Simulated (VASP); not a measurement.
# Al2Cu (P4/mmm) in VASP: further runs

Runs on Al2Cu. Level: PBE. Tasks: single point.

Everything below comes from runs of VASP 6.6.1. Logs are shortened: lines on timing, memory, paths and dates and some standing lists are left out, and cuts for length are marked.

## Step 1: The cell of the first run

Symmetry: P4/mmm, No. 123, tetragonal system. Conventional cell: a = 4.121 Å, b = 4.121 Å, c = 2.731 Å, α = 90.00°, β = 90.00°, γ = 90.00°. Al (site symmetry mmm) has 4 Cu at 2.47 Å and 6 Al at 2.73 to 2.91 Å within 3.3 Å. Within 3.3 Å of Cu (site symmetry 4/mmm) lie 8 Al at 2.47 Å and 2 Cu at 2.73 Å.

## Step 2: Single point, PBE

Contents of INCAR:

```
PREC = Accurate ; ENCUT = 520
EDIFF = 1E-6 ; ISMEAR = 0
SIGMA = 0.15 ; LREAL = False
LASPH = True ; NELM = 60
ALGO = Normal ; ISIF = 2
LWAVE = False ; LCHARG = False
GGA = PE ; NBANDS = 16
```

Contents of KPOINTS:

```
regular mesh
0
Gamma
  10 10 14
```

Contents of POSCAR:

```
Al2Cu
1.0
    4.1211626268      0.0000000000      0.0000000000
    0.0000000000      4.1211626268      0.0000000000
    0.0000000000      0.0000000000      2.7309000000
Al Cu
2 1
Direct
    0.5000000000      0.0000000000      0.5000000000
    0.0000000000      0.5000000000      0.5000000000
    0.0000000000      0.0000000000      0.0000000000
```

Potentials or basis: VASP PAW PBE potentials, release 64 (Al, Cu).

Command:

```console
> cat potpaw_PBE.64/Al/POTCAR potpaw_PBE.64/Cu/POTCAR > POTCAR
> mpirun -np 1 vasp_std > vasp.out
```

OUTCAR:

```text
PREC = Accurate
   ENCUT = 520
   EDIFF = 1E-6
   ISMEAR = 0
   LREAL = False
   LASPH = True
   NELM = 60
   ISIF = 2
   GGA = PE

 ion  position               nearest neighbor table
   1  0.500  0.000  0.500-   3 2.47   3 2.47   3 2.47   3 2.47   2 2.91   2 2.91   2 2.91   2 2.91

   2  0.000  0.500  0.500-   3 2.47   3 2.47   3 2.47   3 2.47   1 2.91   1 2.91   1 2.91   1 2.91

   3  0.000  0.000  0.000-   1 2.47   2 2.47   1 2.47   2 2.47   2 2.47   2 2.47   1 2.47   1 2.47

  LATTYP: Found a simple tetragonal cell.
 ALAT       =     4.1211626268
 C/A-ratio  =     0.6626528112

  Lattice vectors:

 A1 = (   4.1211626268,   0.0000000000,   0.0000000000)
 A2 = (   0.0000000000,   4.1211626268,   0.0000000000)
 A3 = (   0.0000000000,   0.0000000000,   2.7309000000)

Analysis of symmetry for initial positions (statically):
=====================================================================
 Subroutine PRICEL returns:
 Original cell was already a primitive cell.

 Routine SETGRP: Setting up the symmetry group for a
 simple tetragonal supercell.

 Subroutine GETGRP returns: Found 16 space group operations
 (whereof 16 operations were pure point group operations)
 out of a pool of 16 trial point group operations.

The static configuration has the point symmetry D_4h.

Analysis of symmetry for dynamics (positions and initial velocities):
=====================================================================
 Subroutine PRICEL returns:
 Original cell was already a primitive cell.

 Routine SETGRP: Setting up the symmetry group for a
 simple tetragonal supercell.

 Subroutine GETGRP returns: Found 16 space group operations
 (whereof 16 operations were pure point group operations)
 out of a pool of 16 trial point group operations.

The dynamic configuration has the point symmetry D_4h.

 Subroutine INISYM returns: Found 16 space group operations
 (whereof 16 operations are pure point group operations),
 and found     1 'primitive' translations

----------------------------------------------------------------------------------------

                                     Primitive cell

  volume of cell :      46.3816

  direct lattice vectors                    reciprocal lattice vectors
     4.121162627  0.000000000  0.000000000     0.242649973  0.000000000  0.000000000
     0.000000000  4.121162627  0.000000000     0.000000000  0.242649973  0.000000000
     0.000000000  0.000000000  2.730900000     0.000000000  0.000000000  0.366179648

  length of vectors
     4.121162627  4.121162627  2.730900000     0.242649973  0.242649973  0.366179648

  position of ions in fractional coordinates (direct lattice)
     0.500000000  0.000000000  0.500000000
     0.000000000  0.500000000  0.500000000
     0.000000000  0.000000000  0.000000000

  ion indices of the primitive-cell ions
   primitive index   ion index
                 1           1
                 2           2
                 3           3

----------------------------------------------------------------------------------------

 KPOINTS: regular mesh

Automatic generation of k-mesh.
 Grid dimensions read from file:
 generate k-points for:   10   10   14

 Generating k-lattice:

  Cartesian coordinates                     Fractional coordinates (reciprocal lattice)
     0.024264997  0.000000000  0.000000000     0.100000000  0.000000000  0.000000000
     0.000000000  0.024264997  0.000000000     0.000000000  0.100000000  0.000000000
     0.000000000  0.000000000  0.026155689     0.000000000  0.000000000  0.071428571

  Length of vectors
     0.024264997  0.024264997  0.026155689

  Shift w.r.t. Gamma in fractional coordinates (k-lattice)
     0.000000000  0.000000000  0.000000000

 Subroutine IBZKPT returns following result:
 ===========================================

 Found    168 irreducible k-points:

 Following reciprocal coordinates:
            Coordinates               Weight
  0.000000  0.000000  0.000000      1.000000
  0.100000  0.000000  0.000000      4.000000
  0.200000  0.000000  0.000000      4.000000
  0.300000  0.000000  0.000000      4.000000
  0.400000  0.000000  0.000000      4.000000
  0.500000  0.000000  0.000000      2.000000
[... 16 lines left out ...]
  0.100000  0.000000  0.071429      8.000000
  0.200000  0.000000  0.071429      8.000000
 [... further k-points ...]
   k-points           NKPTS =    168   k-points in BZ     NKDIM =    168   number of bands    NBANDS=     16
   number of dos      NEDOS =    301   number of ions     NIONS =      3
   total plane-waves  NPLWV =  20480
   dimension x,y,z NGX =    32 NGY =   32 NGZ =   20
   dimension x,y,z NGXF=    64 NGYF=   64 NGZF=   40
   ions per type =               2   1
   NGX,Y,Z   is equivalent  to a cutoff of  12.91, 12.91, 12.18 a.u.
   NGXF,Y,Z  is equivalent  to a cutoff of  25.82, 25.82, 24.35 a.u.
 SYSTEM =  unknown system
   PREC   = accura    normal or accurate (medium, high low for compatibility)
   ISTART =      0    job   : 0-new  1-cont  2-samecut
   ICHARG =      2    charge: 1-file 2-atom 10-const
   ISPIN  =      1    spin polarized calculation?
   LNONCOLLINEAR =      F non collinear calculations
   LSORBIT =      F    spin-orbit coupling
   LASPH  =      T    aspherical Exc in radial PAW
   ENCUT  =  520.0 eV  38.22 Ry    6.18 a.u.   7.66  7.66  5.08*2*pi/ulx,y,z
   NELM   =     60;   NELMIN=  2; NELMDL= -5     # of ELM steps
   EDIFF  = 0.1E-05   stopping-criterion for ELM
   LREAL  =      F    real-space projection
   EDIFFG = 0.1E-04   stopping-criterion for IOM
   NSW    =      0    number of steps for IOM
   IBRION =     -1    ionic relax: 0-MD 1-quasi-New 2-CG
   NFREE  =      0    steps in history (QN), initial steepest desc. (CG)
   ISIF   =      2    stress and relaxation
   ISYM   =      2    0-nonsym 1-usesym 2-fastsym
   POTIM  = 0.5000    time-step for ionic-motion
   TEBEG  =    0.0;   TEEND  =   0.0 temperature during run
   PSTRESS=    0.0 pullay stress
   NELECT =      17.0000    total number of electrons
   NUPDOWN=      -1.0000    fix difference up-down
   EMIN   =  10.00;   EMAX   =-10.00  energy-range for DOS
   EFERMI =   0.00;   METHOD = LEGACY
   ISMEAR =     0;   SIGMA  =   0.15  broadening in eV -4-tet -1-fermi 0-gaus
   EFERMI_NEDOS =   21; number of points for ismear=-14 and -15
   IALGO  =     38    algorithm
   IMIX   =      4    mixing-type and parameters
     AMIX     =   0.40;   BMIX     =  1.00
     AMIX_MAG =   1.60;   BMIX_MAG =  1.00
  volume/ion in A,a.u.               =      15.46       104.33
  Fermi-wavevector in a.u.,A,eV,Ry     =   1.171591  2.213986 18.675704  1.372626
  Thomas-Fermi vector in A             =   2.308032
   LORBIT       =      0    0 simple, 1 ext, 2 COOP (PROOUT), +10 PAW based schemes
   GGA     = PE    functional components
   LHFCALC =     F    Hartree Fock is set to
   AEXX    =    0.0000 exact exchange contribution
   IVDW    =     0    specifies the selected vdW correction
   LEPSILON=     F    determine dielectric tensor
   LRPA    =     F    only Hartree local field effects (RPA)
 non-spin polarized calculation
 Gauss-broadening in eV      SIGMA  =   0.15
  energy-cutoff  :      520.00
  volume of cell :       46.38
 maximum number of plane-waves:      1274
 NGX is ok and might be reduce to    32
   NGX = 15   NGY = 15   NGZ = 11

 number of electron      16.9999978 magnetization

 Free energy of the ion-electron system (eV)
  ---------------------------------------------------
  ext. energy  EPLUGINS =         0.00000000
  ---------------------------------------------------
  free energy    TOTEN  =       -11.22655292 eV

  energy without entropy =      -11.21680015  energy(sigma->0) =      -11.22167654

 E-fermi :   7.7346     XC(G=0): -10.5870

 val. band max:        7.7092529435   @ k =   0.3000   0.2000   0.0714
 cond. band min:       7.7406838485   @ k =   0.5000   0.1000   0.0714
 fundamental gap:      0.0314309049
 Fermi energy:         7.7345727099

 k-point     1 :       0.0000    0.0000    0.0000
  band No.  band energies     occupation
      1      -3.2128      2.00000
      2       1.8805      2.00000
      3       2.4485      2.00000
      4       3.1801      2.00000
      5       3.5403      2.00000
      6       3.5403      2.00000
[... 8 lines left out ...]
     15      15.3981      0.00000
     16      21.0668      0.00000

 k-point     2 :       0.1000    0.0000    0.0000
  band No.  band energies     occupation
      1      -3.1295      2.00000
      2       1.8264      2.00000
      3       2.4271      2.00000
      4       3.1517      2.00000
      5       3.5386      2.00000
      6       3.5406      2.00000
[... 8 lines left out ...]
     15      15.6388      0.00000
     16      21.3013      0.00000

 k-point     3 :       0.2000    0.0000    0.0000
  band No.  band energies     occupation
      1      -2.8831      2.00000
      2       1.5475      2.00000
      3       2.3796      2.00000
      4       3.0858      2.00000
      5       3.5341      2.00000
      6       3.5415      2.00000
[... 8 lines left out ...]
     15      17.3389      0.00000
     16      20.5929      0.00000

 k-point     4 :       0.3000    0.0000    0.0000
  band No.  band energies     occupation
      1      -2.4890      2.00000
      2       0.8920      2.00000
      3       2.3607      2.00000
      4       3.0167      2.00000
      5       3.2072      2.00000
      6       3.5286      2.00000
[... 8 lines left out ...]
     15      19.2302      0.00000
     16      19.6965      0.00000
[... 324 lines left out ...]
 k-point    22 :       0.0000    0.0000    0.0714
  band No.  band energies     occupation
      1      -3.1087      2.00000
      2       1.9195      2.00000
      3       2.4951      2.00000
      4       3.1920      2.00000
      5       3.4133      2.00000
      6       3.4133      2.00000
[... 8 lines left out ...]
     15      16.6947      0.00000
     16      20.4878      0.00000

 k-point    23 :       0.1000    0.0000    0.0714
  band No.  band energies     occupation
      1      -3.0255      2.00000
      2       1.8671      2.00000
      3       2.4747      2.00000
      4       3.1628      2.00000
      5       3.3958      2.00000
      6       3.4206      2.00000
[... 8 lines left out ...]
     15      17.1020      0.00000
     16      19.9557      0.00000

 k-point    24 :       0.2000    0.0000    0.0714
  band No.  band energies     occupation
      1      -2.7795      2.00000
      2       1.5988      2.00000
      3       2.4270      2.00000
      4       3.0982      2.00000
      5       3.3168      2.00000
      6       3.4331      2.00000
[... 8 lines left out ...]
     15      17.9233      0.00000
     16      19.0258      0.00000

 [... further k-points ...]

------------------------ aborting loop because EDIFF is reached ----------------------------------------

  FORCE on cell =-STRESS in cart. coord.  units (eV):
  Direction    XX          YY          ZZ          XY          YZ          ZX
  --------------------------------------------------------------------------------------
  -------------------------------------------------------------------------------------
  Total        1.3635278      1.3635278      2.6969380      0.0000000     -0.0000000      0.0000000
  in kB       47.1009085     47.1009085     93.1614495      0.0000000     -0.0000000      0.0000000
  external PRESSURE =      62.4544221 kB  Pullay stress =       0.0000000 kB

 VOLUME and BASIS-vectors are now :
 -----------------------------------------------------------------------------
  energy-cutoff  :      520.00
  volume of cell :       46.38
      direct lattice vectors                 reciprocal lattice vectors
     4.121162627  0.000000000  0.000000000     0.242649973  0.000000000  0.000000000
     0.000000000  4.121162627  0.000000000     0.000000000  0.242649973  0.000000000
     0.000000000  0.000000000  2.730900000     0.000000000  0.000000000  0.366179648

 POSITION                                       TOTAL-FORCE (eV/Angst)
 -----------------------------------------------------------------------------------
      2.06058      0.00000      1.36545         0.000000      0.000000      0.000000
      0.00000      2.06058      1.36545         0.000000      0.000000      0.000000
      0.00000      0.00000      0.00000         0.000000      0.000000      0.000000
 -----------------------------------------------------------------------------------
    total drift:                                0.000000      0.000000      0.000000

  FREE ENERGIE OF THE ION-ELECTRON SYSTEM (eV)
  ---------------------------------------------------
  free  energy   TOTEN  =       -11.2265529217 eV

  energy  without entropy=      -11.2168001549  energy(sigma->0) =      -11.22167654
```

Run time: 2.9 min. Hardware: 1 thread of AMD EPYC 7R13, shared host; peak memory 0.22 GiB.

Results:

- Free energy: -11.2266 eV
- Pressure: 6.2 GPa
- Band gap on the k mesh: zero (an odd number of electrons rules out a gap without spin polarisation)

Stress tensor (GPa, compression positive):
```
4.71 0.00 0.00
0.00 4.71 0.00
0.00 0.00 9.32
```

Levels at points of the mesh, in eV from the Fermi level:
```
           k point  band 5  band 6  band 7  band 8  band 9  band 10  band 11  band 12  band 13  band 14
(0.00, 0.00, 0.00)   -4.19   -4.19   -2.83   -2.83   -0.49     0.58     5.64     5.64     6.71     7.33
(0.50, 0.00, 0.00)   -4.67   -4.21   -4.19   -1.56    1.25     1.32     1.47     7.95     9.01     9.23
(0.50, 0.50, 0.00)   -4.69   -4.59   -4.21   -4.21   -2.63     8.35     8.35     9.40     9.54    10.39
(0.00, 0.00, 0.50)   -5.05   -4.31   -2.94    2.13    2.60     2.60     2.81     2.81     3.27     4.05
(0.50, 0.00, 0.50)   -4.41   -4.39   -3.23   -2.33   -1.47     3.83     3.87     4.63     5.18     5.82
(0.50, 0.50, 0.50)   -4.17   -3.43   -2.50   -2.50   -0.58    -0.58     0.24     0.24     2.34    11.59
```

Caveat: the cell stands under pressure.

## Step 3: Single point, PBE

This run uses another cell than the first one, of 15.58 Å³/atom.

Contents of INCAR:

```
  PREC = Accurate
  ENCUT = 520
  EDIFF = 1E-6
  ISMEAR = 0
  SIGMA = 0.15
  LREAL = F
  LASPH = T
  NELM = 60
  ALGO = Fast
  ISIF = 2
  LWAVE = F
  LCHARG = T
  GGA = PE
  LELF = T
  LVHAR = T
  NBANDS = 16
```

Contents of KPOINTS:

```
Automatic mesh
0
Gamma
  10 10 14
```

Contents of POSCAR:

```
Al2Cu
1.0
    4.0250000000      0.0000000000      0.0000000000
    0.0000000000      4.0250000000      0.0000000000
    0.0000000000      0.0000000000      2.8847334069
Al Cu
2 1
Direct
    0.5000000000      0.0000000000      0.5000000000
    0.0000000000      0.5000000000      0.5000000000
    0.0000000000      0.0000000000      0.0000000000
```

Potentials or basis: VASP PAW PBE potentials, release 64 (Al, Cu).

Command:

```console
> cat potpaw_PBE.64/Al/POTCAR potpaw_PBE.64/Cu/POTCAR > POTCAR
> mpirun -np 1 vasp_std > vasp.out
```

Wall time 3.5 min (1 thread of AMD EPYC 7R13, shared host); peak memory 0.22 GiB.

The run converged. Its results:

- Free energy: -11.2600 eV
- Pressure: 4.4 GPa
- Band gap on the k mesh: zero (an odd number of electrons rules out a gap without spin polarisation)

Stress tensor (GPa, compression positive):
```
5.24 0.00 0.00
0.00 5.24 0.00
0.00 0.00 2.69
```

Levels at points of the mesh, in eV from the Fermi level:
```csv
k point,band 6,band 7,band 8,band 9,band 10,band 11,band 12,band 13
"(0.00, 0.00, 0.00)",-4.14,-2.32,-2.32,0.23,1.01,5.81,6.64,6.64
"(0.50, 0.00, 0.00)",-4.18,-4.14,-0.94,1.73,1.94,2.28,7.26,8.67
"(0.50, 0.50, 0.00)",-4.23,-4.17,-4.17,-2.44,8.70,8.70,9.20,10.24
"(0.00, 0.00, 0.50)",-4.13,-3.09,2.61,2.61,2.80,2.85,2.85,3.13
"(0.50, 0.00, 0.50)",-4.18,-3.13,-2.55,-1.74,3.75,4.17,4.50,5.29
"(0.50, 0.50, 0.50)",-3.62,-2.26,-2.26,-1.03,-0.88,0.03,0.03,2.42
```

Caveat: the cell stands under pressure.

(Continued in part 2 of 2.)

The gap in the log of VASP goes by the Fermi energy; the results here count the filled bands.